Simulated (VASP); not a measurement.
# Cd (P6_3/mmc) in VASP: further runs, part 2 of 2

VASP 6.6.1. The steps go on from the part before.

**5. Single point, BLYP**

POSCAR reads:

```
Cd
1.0
    3.0930676374      0.0000000000      0.0000000000
   -1.5465338187      2.6786751496      0.0000000000
    0.0000000000      0.0000000000     10.4307369600
Cd
4
Direct
    0.6666666667      0.3333333333      0.7500000000
    0.0000000000      0.0000000000      0.5000000000
    0.3333333333      0.6666666667      0.2500000000
    0.0000000000      0.0000000000      0.0000000000
```

INCAR.step1 reads:

```
SYSTEM = Cd
  AGGAC = 1.0
  AGGAX = 1.0
  ALDAC = 0.0
  ALDAX = 1.0
  ALGO = Fast
  EDIFF = 1E-6
  ENCUT = 520
  GGA = B5
  ISIF = 2
  ISMEAR = -1
  LASPH = .TRUE.
  LCHARG = .TRUE.
  LREAL = .FALSE.
  LWAVE = .FALSE.
  NBANDS = 32
  NELM = 60
  PREC = Accurate
  SIGMA = 0.05
```

KPOINTS.step1 reads:

```
k-points
0
G
  6 6 2
  0 0 0
```

INCAR.step2 reads:

```
SYSTEM = Cd
  AGGAC = 1.0
  AGGAX = 1.0
  ALDAC = 0.0
  ALDAX = 1.0
  ALGO = Fast
  EDIFF = 1E-6
  ENCUT = 520
  GGA = B5
  ICHARG = 11
  ISIF = 2
  ISMEAR = -5
  LASPH = .TRUE.
  LCHARG = .FALSE.
  LORBIT = 10
  LREAL = .FALSE.
  LWAVE = .FALSE.
  NEDOS = 1001
  NELM = 60
  PREC = Accurate
  SIGMA = 0.05
```

KPOINTS.step2 reads:

```
k-points
0
G
  9 9 3
  0 0 0
```

Potentials or basis: VASP PAW PBE potentials, release 64 (Cd).

Launch:

```
> cat potpaw_PBE.64/Cd/POTCAR > POTCAR
> cp INCAR.step1 INCAR
> cp KPOINTS.step1 KPOINTS
> mpirun -np 1 vasp_std > vasp.out
> cp INCAR.step2 INCAR
> cp KPOINTS.step2 KPOINTS
> mpirun -np 1 vasp_std > vasp.out
```

OUTCAR:

```text
SYSTEM = Cd
   EDIFF = 1E-6
   ENCUT = 520
   GGA = B5
   ICHARG = 11
   ISIF = 2
   ISMEAR = -5
   LASPH = .TRUE.
   LORBIT = 10
   LREAL = .FALSE.
   NELM = 60
   PREC = Accurate

 ion  position               nearest neighbor table
   1  0.667  0.333  0.750-   2 3.16   4 3.16   2 3.16   4 3.16   2 3.16   4 3.16
   2  0.000  0.000  0.500-   1 3.16   3 3.16   3 3.16   1 3.16   1 3.16   3 3.16
   3  0.333  0.667  0.250-   2 3.16   4 3.16   2 3.16   4 3.16   2 3.16   4 3.16
   4  0.000  0.000  0.000-   1 3.16   3 3.16   3 3.16   1 3.16   1 3.16   3 3.16

  LATTYP: Found a hexagonal cell.
 ALAT       =     3.0930676374
 C/A-ratio  =     3.3722951396

  Lattice vectors:

 A1 = (   3.0930676374,   0.0000000000,   0.0000000000)
 A2 = (  -1.5465338187,   2.6786751496,   0.0000000000)
 A3 = (   0.0000000000,   0.0000000000,  10.4307369600)

Analysis of symmetry for initial positions (statically):
=====================================================================
 Subroutine PRICEL returns:
 Original cell was already a primitive cell.

 Routine SETGRP: Setting up the symmetry group for a
 hexagonal supercell.

 Subroutine GETGRP returns: Found 24 space group operations
 (whereof 12 operations were pure point group operations)
 out of a pool of 24 trial point group operations.

The static configuration has the point symmetry D_3d.
 The point group associated with its full space group is D_6h.

Analysis of symmetry for dynamics (positions and initial velocities):
=====================================================================
 Subroutine PRICEL returns:
 Original cell was already a primitive cell.

 Routine SETGRP: Setting up the symmetry group for a
 hexagonal supercell.

 Subroutine GETGRP returns: Found 24 space group operations
 (whereof 12 operations were pure point group operations)
 out of a pool of 24 trial point group operations.

The dynamic configuration has the point symmetry D_3d.
 The point group associated with its full space group is D_6h.

 Subroutine INISYM returns: Found 24 space group operations
 (whereof 12 operations are pure point group operations),
 and found     1 'primitive' translations

----------------------------------------------------------------------------------------

                                     Primitive cell

  volume of cell :      86.4220

  direct lattice vectors                    reciprocal lattice vectors
     3.093067637  0.000000000  0.000000000     0.323303632  0.186659439  0.000000000
    -1.546533819  2.678675150  0.000000000     0.000000000  0.373318877  0.000000000
     0.000000000  0.000000000 10.430736960     0.000000000  0.000000000  0.095870503

  length of vectors
     3.093067637  3.093067637 10.430736960     0.373318877  0.373318877  0.095870503

  position of ions in fractional coordinates (direct lattice)
     0.666666667  0.333333333  0.750000000
     0.000000000  0.000000000  0.500000000
     0.333333333  0.666666667  0.250000000
     0.000000000  0.000000000  0.000000000

  ion indices of the primitive-cell ions
   primitive index   ion index
                 1           1
                 2           2
                 3           3
                 4           4

[... 53 lines left out ...]
  0.333333  0.333333  0.333333      4.000000
   k-points           NKPTS =     24   k-points in BZ     NKDIM =     24   number of bands    NBANDS=     28
   number of dos      NEDOS =   1001   number of ions     NIONS =      4
   total plane-waves  NPLWV =  46080
   dimension x,y,z NGX =    24 NGY =   24 NGZ =   80
   dimension x,y,z NGXF=    48 NGYF=   48 NGZF=  160
   ions per type =               4
   NGX,Y,Z   is equivalent  to a cutoff of  12.90, 12.90, 12.75 a.u.
   NGXF,Y,Z  is equivalent  to a cutoff of  25.80, 25.80, 25.50 a.u.
 SYSTEM =  Cd
   PREC   = accura    normal or accurate (medium, high low for compatibility)
   ISTART =      0    job   : 0-new  1-cont  2-samecut
   ICHARG =     11    charge: 1-file 2-atom 10-const
   ISPIN  =      1    spin polarized calculation?
   LNONCOLLINEAR =      F non collinear calculations
   LSORBIT =      F    spin-orbit coupling
   LASPH  =      T    aspherical Exc in radial PAW
   ENCUT  =  520.0 eV  38.22 Ry    6.18 a.u.   5.75  5.75 19.39*2*pi/ulx,y,z
   NELM   =     60;   NELMIN=  2; NELMDL=  0     # of ELM steps
   EDIFF  = 0.1E-05   stopping-criterion for ELM
   LREAL  =      F    real-space projection
   EDIFFG = 0.1E-04   stopping-criterion for IOM
   NSW    =      0    number of steps for IOM
   IBRION =     -1    ionic relax: 0-MD 1-quasi-New 2-CG
   NFREE  =      0    steps in history (QN), initial steepest desc. (CG)
   ISIF   =      2    stress and relaxation
   ISYM   =      2    0-nonsym 1-usesym 2-fastsym
   POTIM  = 0.5000    time-step for ionic-motion
   TEBEG  =    0.0;   TEEND  =   0.0 temperature during run
   PSTRESS=    0.0 pullay stress
   NELECT =      48.0000    total number of electrons
   NUPDOWN=      -1.0000    fix difference up-down
   EMIN   =  10.00;   EMAX   =-10.00  energy-range for DOS
   EFERMI =   0.00;   METHOD = LEGACY
   ISMEAR =    -5;   SIGMA  =   0.05  broadening in eV -4-tet -1-fermi 0-gaus
   EFERMI_NEDOS =   21; number of points for ismear=-14 and -15
   IALGO  =     68    algorithm
   IMIX   =      4    mixing-type and parameters
     AMIX     =   0.40;   BMIX     =  1.00
     AMIX_MAG =   1.60;   BMIX_MAG =  1.00
  volume/ion in A,a.u.               =      21.61       145.80
  Fermi-wavevector in a.u.,A,eV,Ry     =   1.345696  2.542997 24.638774  1.810899
  Thomas-Fermi vector in A             =   2.473588
   LORBIT       =     10    0 simple, 1 ext, 2 COOP (PROOUT), +10 PAW based schemes
   GGA     = B5    functional components
   LHFCALC =     F    Hartree Fock is set to
   AEXX    =    0.0000 exact exchange contribution
   IVDW    =     0    specifies the selected vdW correction
   LEPSILON=     F    determine dielectric tensor
   LRPA    =     F    only Hartree local field effects (RPA)
 non-spin polarized calculation
 RMM-DIIS sequential band-by-band and
 Fermi weights with tetrahedron method with Bloechl corrections
  energy-cutoff  :      520.00
  volume of cell :       86.42
 maximum number of plane-waves:      2342
 NGX is ok and might be reduce to    24

 number of electron      48.0000039 magnetization

 Free energy of the ion-electron system (eV)
  ---------------------------------------------------
  ext. energy  EPLUGINS =         0.00000000
  ---------------------------------------------------
  free energy    TOTEN  =        -0.05274524 eV

  energy without entropy =       -0.05274524  energy(sigma->0) =       -0.05274524

 E-fermi :   3.4541     XC(G=0): -10.4715

 val. band max:        3.4843589083   @ k =   0.3333   0.0000   0.0000
 cond. band min:       3.1018735957   @ k =   0.4444   0.1111   0.0000
 fundamental gap:     -0.3824853125
 Fermi energy:         3.4541191200

 k-point     1 :       0.0000    0.0000    0.0000
  band No.  band energies     occupation
      1      -6.3692      2.00000
      2      -6.1552      2.00000
      3      -6.1359      2.00000
      4      -5.9347      2.00000
      5      -5.8489      2.00000
      6      -5.8489      2.00000
[... 733 lines left out ...]
     27       5.4343      0.00000
     28       5.8926      0.00000

------------------------ aborting loop because EDIFF is reached ----------------------------------------

  FORCE on cell =-STRESS in cart. coord.  units (eV):
  Direction    XX          YY          ZZ          XY          YZ          ZX
  --------------------------------------------------------------------------------------
  -------------------------------------------------------------------------------------
  Total        3.3519756      3.3519756      4.0997811     -0.0000000      0.0000000      0.0000000
  in kB       62.1422496     62.1422496     76.0058103     -0.0000000      0.0000000      0.0000000
  external PRESSURE =      66.7634365 kB  Pullay stress =       0.0000000 kB

 VOLUME and BASIS-vectors are now :
 -----------------------------------------------------------------------------
  energy-cutoff  :      520.00
  volume of cell :       86.42
      direct lattice vectors                 reciprocal lattice vectors
     3.093067637  0.000000000  0.000000000     0.323303632  0.186659439  0.000000000
    -1.546533819  2.678675150  0.000000000     0.000000000  0.373318877  0.000000000
     0.000000000  0.000000000 10.430736960     0.000000000  0.000000000  0.095870503

 POSITION                                       TOTAL-FORCE (eV/Angst)
 -----------------------------------------------------------------------------------
      1.54653      0.89289      7.82305        -0.000000      0.000000     -0.000000
      0.00000      0.00000      5.21537        -0.000000      0.000000      0.000000
     -0.00000      1.78578      2.60768         0.000000      0.000000      0.000000
      0.00000      0.00000      0.00000        -0.000000      0.000000      0.000000
 -----------------------------------------------------------------------------------
    total drift:                               -0.000000      0.000000      0.000000

  FREE ENERGIE OF THE ION-ELECTRON SYSTEM (eV)
  ---------------------------------------------------
  free  energy   TOTEN  =        -0.0527452424 eV

  energy  without entropy=       -0.0527452424  energy(sigma->0) =       -0.05274524

 total charge

# of ion       s       p       d       tot
------------------------------------------
    1        0.567   0.282   9.501  10.350
    2        0.558   0.293   9.500  10.352
    3        0.567   0.282   9.501  10.350
    4        0.558   0.293   9.500  10.352
--------------------------------------------------
tot          2.251   1.151  38.002  41.404
```

Run time: 64 s. Hardware: 1 thread of Intel Xeon Platinum 8488C (Sapphire Rapids), shared host; peak memory 0.2 GiB.

Results:

```
Valence electrons inside the program's atomic spheres : Cd 10.35
```

Levels at points of the mesh, in eV from the Fermi level:
```csv
k point,band 21,band 22,band 23,band 24,band 25,band 26,band 27,band 28
"(0.00, 0.00, 0.00)",-8.51,-7.17,-7.16,-2.42,-1.84,5.68,5.68,12.89
```

Caveat: the k points lie up to 0.39 Å⁻¹ apart; the PAW data sets were made with another functional, which shifts forces and pressure a little.
